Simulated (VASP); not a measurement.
# Fe (Im-3m) in VASP: single point with LDA

Aim: the single point of Fe with LDA.

Everything below comes from runs of VASP 6.6.1. Logs are shortened: lines on timing, memory, paths and dates and some standing lists are left out, and cuts for length are marked.

## 1. The cell of the first run

It takes space group Im-3m (No. 229, cubic). Conventional cell: a = 2.840 Å, b = 2.840 Å, c = 2.840 Å, α = 90.00°, β = 90.00°, γ = 90.00°. Within 3.2 Å of Fe (site symmetry m-3m) lie 14 Fe at 2.46 to 2.84 Å.

## 2. Single point, LDA, collinear spin, ferromagnetic start

INCAR

```
PREC     = Accurate       # precision mode
ENCUT    = 520            # plane-wave cutoff, eV
EDIFF    = 1E-6           # SCF threshold, eV
ISMEAR   = -1             # smearing method
SIGMA    = 0.1            # smearing width, eV
LREAL    = False          # projectors in reciprocal space
LASPH    = True           # aspherical terms in the spheres
NELM     = 150            # most SCF steps
ALGO     = Normal         # electronic algorithm
ISIF     = 2              # what is computed and relaxed
LWAVE    = False          # write WAVECAR
LCHARG   = False          # write CHGCAR
ISPIN    = 2              # spin polarisation
MAGMOM   = 4              # initial moments
LORBIT   = 11             # projections on sites
LMAXMIX  = 4              # l up to which the mixer works
NBANDS   = 14             # bands
```

KPOINTS

```
regular mesh
0
Gamma
  15 15 15
```

POSCAR

```
Fe
1.0
   -1.4201633300      1.4201633300      1.4201633300
    1.4201633300     -1.4201633300      1.4201633300
    1.4201633300      1.4201633300     -1.4201633300
Fe
1
Direct
    0.0000000000      0.0000000000      0.0000000000
```

Potentials or basis: VASP PAW LDA potentials, release 64 (Fe).

Run with:

```
> cat potpaw_LDA.64/Fe/POTCAR > POTCAR
> mpirun -np 1 vasp_std > vasp.out
```

OUTCAR:

```text
PREC = Accurate
   ENCUT = 520
   EDIFF = 1E-6
   ISMEAR = -1
   LREAL = False
   LASPH = True
   NELM = 150
   ISIF = 2
   ISPIN = 2
   LORBIT = 11

 ion  position               nearest neighbor table
   1  0.000  0.000  0.000-

  LATTYP: Found a body centered cubic cell.
 ALAT       =     2.8403266600

  Lattice vectors:

 A1 = (  -1.4201633300,   1.4201633300,   1.4201633300)
 A2 = (   1.4201633300,  -1.4201633300,   1.4201633300)
 A3 = (   1.4201633300,   1.4201633300,  -1.4201633300)

Analysis of symmetry for initial positions (statically):
=====================================================================
 Subroutine PRICEL returns:
 Original cell was already a primitive cell.

 Routine SETGRP: Setting up the symmetry group for a
 body centered cubic supercell.

 Subroutine GETGRP returns: Found 48 space group operations
 (whereof 48 operations were pure point group operations)
 out of a pool of 48 trial point group operations.

The static configuration has the point symmetry O_h .

Analysis of symmetry for dynamics (positions and initial velocities):
=====================================================================
 Subroutine PRICEL returns:
 Original cell was already a primitive cell.

 Routine SETGRP: Setting up the symmetry group for a
 body centered cubic supercell.

 Subroutine GETGRP returns: Found 48 space group operations
 (whereof 48 operations were pure point group operations)
 out of a pool of 48 trial point group operations.

The dynamic configuration has the point symmetry O_h .

Analysis of structural, dynamic, and magnetic symmetry:
=====================================================================
 Subroutine PRICEL returns:
 Original cell was already a primitive cell.

 Routine SETGRP: Setting up the symmetry group for a
 body centered cubic supercell.

 Subroutine GETGRP returns: Found 48 space group operations
 (whereof 48 operations were pure point group operations)
 out of a pool of 48 trial point group operations.

The overall configuration has the point symmetry O_h .

 Subroutine INISYM returns: Found 48 space group operations
 (whereof 48 operations are pure point group operations),
 and found     1 'primitive' translations

----------------------------------------------------------------------------------------

                                     Primitive cell

  volume of cell :      11.4571

  direct lattice vectors                    reciprocal lattice vectors
    -1.420163330  1.420163330  1.420163330     0.000000000  0.352072180  0.352072180
     1.420163330 -1.420163330  1.420163330     0.352072180  0.000000000  0.352072180
     1.420163330  1.420163330 -1.420163330     0.352072180  0.352072180  0.000000000

  length of vectors
     2.459795043  2.459795043  2.459795043     0.497905252  0.497905252  0.497905252

  position of ions in fractional coordinates (direct lattice)
     0.000000000  0.000000000  0.000000000

  ion indices of the primitive-cell ions
   primitive index   ion index
                 1           1

----------------------------------------------------------------------------------------

 KPOINTS: regular mesh

Automatic generation of k-mesh.
 Grid dimensions read from file:
 generate k-points for:   15   15   15

 Generating k-lattice:

  Cartesian coordinates                     Fractional coordinates (reciprocal lattice)
     0.000000000  0.023471479  0.023471479     0.066666667  0.000000000  0.000000000
     0.023471479  0.000000000  0.023471479     0.000000000  0.066666667  0.000000000
     0.023471479  0.023471479  0.000000000     0.000000000  0.000000000  0.066666667

  Length of vectors
     0.033193683  0.033193683  0.033193683

  Shift w.r.t. Gamma in fractional coordinates (k-lattice)
     0.000000000  0.000000000  0.000000000

 Subroutine IBZKPT returns following result:
 ===========================================

 Found    120 irreducible k-points:

 Following reciprocal coordinates:
            Coordinates               Weight
  0.000000  0.000000  0.000000      1.000000
  0.066667  0.000000  0.000000     12.000000
  0.133333  0.000000  0.000000     12.000000
  0.200000  0.000000  0.000000     12.000000
  0.266667  0.000000  0.000000     12.000000
  0.333333  0.000000  0.000000     12.000000
[... 16 lines left out ...]
  0.333333  0.200000  0.000000     48.000000
  0.400000  0.200000  0.000000     24.000000
 [... further k-points ...]
   k-points           NKPTS =    120   k-points in BZ     NKDIM =    120   number of bands    NBANDS=     14
   number of dos      NEDOS =    301   number of ions     NIONS =      1
   total plane-waves  NPLWV =   5832
   dimension x,y,z NGX =    18 NGY =   18 NGZ =   18
   dimension x,y,z NGXF=    36 NGYF=   36 NGZF=   36
   ions per type =               1
   NGX,Y,Z   is equivalent  to a cutoff of  12.17, 12.17, 12.17 a.u.
   NGXF,Y,Z  is equivalent  to a cutoff of  24.33, 24.33, 24.33 a.u.
 SYSTEM =  unknown system
   PREC   = accura    normal or accurate (medium, high low for compatibility)
   ISTART =      0    job   : 0-new  1-cont  2-samecut
   ICHARG =      2    charge: 1-file 2-atom 10-const
   ISPIN  =      2    spin polarized calculation?
   LNONCOLLINEAR =      F non collinear calculations
   LSORBIT =      F    spin-orbit coupling
   LASPH  =      T    aspherical Exc in radial PAW
   ENCUT  =  520.0 eV  38.22 Ry    6.18 a.u.   4.57  4.57  4.57*2*pi/ulx,y,z
   NELM   =    150;   NELMIN=  2; NELMDL= -5     # of ELM steps
   EDIFF  = 0.1E-05   stopping-criterion for ELM
   LREAL  =      F    real-space projection
   EDIFFG = 0.1E-04   stopping-criterion for IOM
   NSW    =      0    number of steps for IOM
   IBRION =     -1    ionic relax: 0-MD 1-quasi-New 2-CG
   NFREE  =      0    steps in history (QN), initial steepest desc. (CG)
   ISIF   =      2    stress and relaxation
   ISYM   =      2    0-nonsym 1-usesym 2-fastsym
   POTIM  = 0.5000    time-step for ionic-motion
   TEBEG  =    0.0;   TEEND  =   0.0 temperature during run
   PSTRESS=    0.0 pullay stress
   NELECT =       8.0000    total number of electrons
   NUPDOWN=      -1.0000    fix difference up-down
   EMIN   =  10.00;   EMAX   =-10.00  energy-range for DOS
   EFERMI =   0.00;   METHOD = LEGACY
   ISMEAR =    -1;   SIGMA  =   0.10  broadening in eV -4-tet -1-fermi 0-gaus
   EFERMI_NEDOS =   21; number of points for ismear=-14 and -15
   IALGO  =     38    algorithm
   IMIX   =      4    mixing-type and parameters
     AMIX     =   0.40;   BMIX     =  1.00
     AMIX_MAG =   1.60;   BMIX_MAG =  1.00
  volume/ion in A,a.u.               =      11.46        77.32
  Fermi-wavevector in a.u.,A,eV,Ry     =   1.452379  2.744598 28.700182  2.109404
  Thomas-Fermi vector in A             =   2.569767
   LORBIT       =     11    0 simple, 1 ext, 2 COOP (PROOUT), +10 PAW based schemes
   GGA     = CA    functional components
   LHFCALC =     F    Hartree Fock is set to
   AEXX    =    0.0000 exact exchange contribution
   IVDW    =     0    specifies the selected vdW correction
   LEPSILON=     F    determine dielectric tensor
   LRPA    =     F    only Hartree local field effects (RPA)
 spin polarized calculation
  energy-cutoff  :      520.00
  volume of cell :       11.46
 maximum number of plane-waves:       321
   NGX =  9   NGY =  9   NGZ =  9

 number of electron       8.0000008 magnetization       2.1254846

 Free energy of the ion-electron system (eV)
  ---------------------------------------------------
  ext. energy  EPLUGINS =         0.00000000
  ---------------------------------------------------
  free energy    TOTEN  =        -9.16741506 eV

  energy without entropy =       -9.13330495  energy(sigma->0) =       -9.15036001

 E-fermi :   5.6250     XC(G=0): -13.3693

 val. band max:        5.6165520328   @ k =  -0.4667   0.4667   0.2667
 cond. band min:       5.6312410957   @ k =  -0.4000   0.4667   0.0667
 fundamental gap:      0.0146890630
 Fermi energy:         5.6250497839

 spin component 1

 k-point     1 :       0.0000    0.0000    0.0000
  band No.  band energies     occupation
      1      -2.8794      1.00000
      2       3.3348      1.00000
      3       3.3348      1.00000
      4       3.3348      1.00000
      5       4.6716      0.99993
      6       4.6716      0.99993
      7      30.3812      0.00000
      8      30.3812      0.00000
      9      30.3812      0.00000
     10      35.4648      0.00000
     11      35.4648      0.00000
     12      37.5807      0.00000
     13      37.5807      0.00000
     14      37.5807      0.00000

 k-point     2 :       0.0667    0.0000    0.0000
  band No.  band energies     occupation
      1      -2.6965      1.00000
      2       3.2844      1.00000
      3       3.3307      1.00000
      4       3.4338      1.00000
      5       4.6211      0.99996
      6       4.6756      0.99992
      7      29.1967      0.00000
      8      30.1103      0.00000
      9      30.2468      0.00000
     10      34.7360      0.00000
     11      35.3507      0.00000
     12      35.4417      0.00000
     13      36.3941      0.00000
     14      38.0745      0.00000
[... 343 lines left out ...]
      1       1.4366      1.00000
      2       2.3494      1.00000
      3       3.2451      1.00000
      4       4.6487      0.99994
      5       5.1078      0.99436
      6       8.5224      0.00000
      7      14.3228      0.00000
      8      18.3664      0.00000
      9      24.7648      0.00000
     10      31.5379      0.00000
     11      35.8320      0.00000
     12      39.4511      0.00000
     13      43.4482      0.00000
     14      47.4979      0.00000

 k-point    24 :       0.4000    0.2000    0.0000
  band No.  band energies     occupation
      1       1.4278      1.00000
      2       2.3404      1.00000
      3       3.3589      1.00000
      4       4.6866      0.99992
      5       5.1664      0.98992
      6       9.4099      0.00000
      7      13.0489      0.00000
      8      18.1665      0.00000
      9      24.5751      0.00000
     10      31.5616      0.00000
     11      36.1700      0.00000
     12      39.2235      0.00000
     13      43.1738      0.00000
     14      49.2051      0.00000

 [... further k-points ...]

 spin component 2

 k-point     1 :       0.0000    0.0000    0.0000
  band No.  band energies     occupation
      1      -2.5101      1.00000
      2       5.0804      0.99571
      3       5.0804      0.99571
      4       5.0804      0.99571
      5       6.9021      0.00000
      6       6.9021      0.00000
      7      30.5310      0.00000
      8      30.5310      0.00000
      9      30.5310      0.00000
     10      35.9231      0.00000
     11      35.9231      0.00000
     12      38.3947      0.00000
     13      38.3947      0.00000
     14      38.3947      0.00000

 k-point     2 :       0.0667    0.0000    0.0000
  band No.  band energies     occupation
      1      -2.3262      1.00000
      2       5.0218      0.99761
      3       5.0709      0.99610
      4       5.1871      0.98762
      5       6.8397      0.00001
      6       6.9066      0.00000
      7      29.4880      0.00000
      8      30.3028      0.00000
      9      30.4547      0.00000
     10      35.2297      0.00000
     11      36.1435      0.00000
     12      36.1915      0.00000
     13      36.9259      0.00000
     14      38.8390      0.00000
[... 343 lines left out ...]
      1       2.6594      1.00000
      2       3.8822      1.00000
      3       4.5438      0.99998
      4       6.7435      0.00001
      5       7.2436      0.00000
      6       9.9185      0.00000
      7      15.3845      0.00000
      8      19.1224      0.00000
      9      25.3492      0.00000
     10      32.0396      0.00000
     11      36.2673      0.00000
     12      40.0568      0.00000
     13      44.1779      0.00000
     14      47.9911      0.00000

 k-point    24 :       0.4000    0.2000    0.0000
  band No.  band energies     occupation
      1       2.7216      1.00000
      2       3.8755      1.00000
      3       4.6729      0.99993
      4       6.7905      0.00001
      5       7.2743      0.00000
      6      10.6243      0.00000
      7      14.2375      0.00000
      8      18.9173      0.00000
      9      25.1547      0.00000
     10      32.0816      0.00000
     11      36.5515      0.00000
     12      39.8541      0.00000
     13      43.9744      0.00000
     14      49.4824      0.00000

 [... further k-points ...]
[... 5 lines left out ...]
  --------------------------------------------------------------------------------------
  -------------------------------------------------------------------------------------
  Total       -1.4210785     -1.4210785     -1.4210785      0.0000000      0.0000000      0.0000000
  in kB     -198.7255828   -198.7255828   -198.7255828      0.0000000      0.0000000      0.0000000
  external PRESSURE =    -198.7255828 kB  Pullay stress =       0.0000000 kB

 VOLUME and BASIS-vectors are now :
 -----------------------------------------------------------------------------
  energy-cutoff  :      520.00
  volume of cell :       11.46
      direct lattice vectors                 reciprocal lattice vectors
    -1.420163330  1.420163330  1.420163330     0.000000000  0.352072180  0.352072180
     1.420163330 -1.420163330  1.420163330     0.352072180  0.000000000  0.352072180
     1.420163330  1.420163330 -1.420163330     0.352072180  0.352072180  0.000000000

 POSITION                                       TOTAL-FORCE (eV/Angst)
 -----------------------------------------------------------------------------------
      0.00000      0.00000      0.00000        -0.000000      0.000000      0.000000
 -----------------------------------------------------------------------------------
    total drift:                                0.000000      0.000000      0.000000

  FREE ENERGIE OF THE ION-ELECTRON SYSTEM (eV)
  ---------------------------------------------------
  free  energy   TOTEN  =        -9.1674150638 eV

  energy  without entropy=       -9.1333049475  energy(sigma->0) =       -9.15036001

 total charge

# of ion       s       p       d       tot
------------------------------------------
    1        0.484   0.527   6.251   7.262

 magnetization (x)

# of ion       s       p       d       tot
------------------------------------------
    1       -0.011  -0.035   2.149   2.104
```

It took 13 s on 1 thread of Intel Xeon 6975P-C (Granite Rapids), shared host; peak memory 0.13 GiB.

What came out:

```yaml
Free_energy: -9.1674 eV
Pressure: -19.9 GPa
Net_moment: 2.13 μB per cell
Site_moments: Fe +2.10 μB
Valence_electrons_inside_the_program's_atomic_spheres: Fe 7.26
```

Levels at points of the mesh, in eV from the Fermi level:
Spin up:
```tsv
k point	band 2	band 3	band 4	band 5	band 6	band 7	band 8	band 9
(0.00, 0.00, 0.00)	-2.29	-2.29	-2.29	-0.95	-0.95	24.76	24.76	24.76
```
Spin down:
| k point | band 1 | band 2 | band 3 | band 4 | band 5 | band 6 |
| --- | --- | --- | --- | --- | --- | --- |
| (0.00, 0.00, 0.00) | -8.14 | -0.54 | -0.54 | -0.54 | 1.28 | 1.28 |
